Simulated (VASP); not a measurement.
Here is a VASP 6.6.1 calculation.

Contents of INCAR:

```
SYSTEM = Fe
ALGO = Normal ; AMIX = 0.2
AMIX_MAG = 0.8 ; BMIX = 1E-4
BMIX_MAG = 1E-4 ; DIPOL = 0.5 0.5 0.500
EDIFF = 1E-7 ; ENCUT = 520
GGA = PE ; ICORELEVEL = 1
IDIPOL = 3 ; ISIF = 2
ISMEAR = 1 ; ISPIN = 2
LASPH = .TRUE. ; LCHARG = .FALSE.
LDIPOL = .TRUE. ; LMAXMIX = 4
LORBIT = 11 ; LREAL = .FALSE.
LUSENCCL = .FALSE. ; LVACPOTAV = .TRUE.
LVHAR = .TRUE. ; LWAVE = .FALSE.
MAGMOM = 2.4 2.4 2.4 2.4 2.4 2.4 2.4 2.4 2.4 2.4 ; NELM = 150
PREC = Accurate ; SIGMA = 0.1
```

File KPOINTS:

```
k-points
0
G
  14 14 1
  0 0 0
```

POSCAR

```
Fe
1.0
    2.8292640000      0.0000000000      0.0000000000
    0.0000000000      2.8292640000      0.0000000000
    0.0000000000      0.0000000000     27.7316880000
Fe
10
Direct
    0.5000000000      0.5000000000      0.2704487400
    0.0000000000      0.0000000000      0.3214601300
    0.5000000000      0.5000000000      0.3724715200
    0.0000000000      0.0000000000      0.4234829100
    0.5000000000      0.5000000000      0.4744943000
    0.0000000000      0.0000000000      0.5255057000
    0.5000000000      0.5000000000      0.5765170900
    0.0000000000      0.0000000000      0.6275284800
    0.5000000000      0.5000000000      0.6785398700
    0.0000000000      0.0000000000      0.7295512600
```

Potentials or basis: VASP PAW PBE potentials, release 64 (Fe).

Launch:

```sh
$ cat potpaw_PBE.64/Fe/POTCAR > POTCAR
$ mpirun -np 1 vasp_std > vasp.out
```

**Question.** Predict the net moment.

**Answer.** 24.20 μB per cell.

**Question.** Predict the site moments.

**Answer.** Fe +2.95, +2.31, +2.32, +2.18 (each value once) μB.

**Question.** Estimate the largest force.

**Answer.** 0.356 eV/Å.

Forces in eV/Å, atoms in the order of the input:
```
Fe   0.000  0.000  0.067
Fe   0.000  0.000 -0.356
Fe   0.000  0.000  0.175
Fe   0.000  0.000  0.138
Fe   0.000  0.000 -0.064
Fe   0.000  0.000  0.064
Fe   0.000  0.000 -0.138
Fe   0.000  0.000 -0.175
Fe   0.000  0.000  0.356
Fe   0.000  0.000 -0.067
```
